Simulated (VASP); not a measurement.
The system is C.

```xyz
1
Lattice="0.0000 1.7898 1.7898 1.7898 0.0000 1.7898 1.7898 1.7898 0.0000" Properties=species:S:1:pos:R:3 pbc="T T T"
C     0.0000    0.0000    0.0000
```

| Quantity | Value |
| --- | --- |
| Program | VASP 6.6.1 |
| Task | relaxation of cell and atoms |
| Functional | PBE |
| Potentials or basis | VASP PAW PBE potentials, release 64 (C) |
| Cutoff | 600 eV |
| k mesh | 8 × 8 × 8 |
| Occupations | gaussian, width 0.1 eV |
| Spin | no spin polarisation |

At the start: pressure -28.3 GPa; volume 11.47 Å³/atom.

Question: How do energy, volume and symmetry change on relaxing?

Answer: Over 4 steps the energy falls by 517.0 meV/atom and the volume is 7.46 Å³/atom (-34.9 %); space group Fm-3m (No. 225, to 0.1 Å) before and after.

Step by step:
| step | energy change (eV) | largest force (eV/Å) | pressure (GPa) | volume (Å³) |
| --- | --- | --- | --- | --- |
| 1 | 0.0000 | 0.0000 | -28.26 | 11.47 |
| 2 | -0.4659 | 0.0000 | -15.81 | 8.43 |
| 3 | -0.5165 | 0.0000 | -1.66 | 7.55 |
| 4 | -0.5170 | 0.0000 | 0.15 | 7.46 |

Final structure:
```yaml
crystal:
  lattice:
    - [0.00000, 1.55105, 1.55105]
    - [1.55105, 0.00000, 1.55105]
    - [1.55105, 1.55105, 0.00000]
  atoms:
    - { symbol: C, position: [0.00000, 0.00000, 0.00000] }
```

Caveat: the k points lie up to 0.44 Å⁻¹ apart in the final cell, too coarse for converged energies and pressures of a metal; the volume moved by over 15 % at a fixed basis, so the end points are rough.
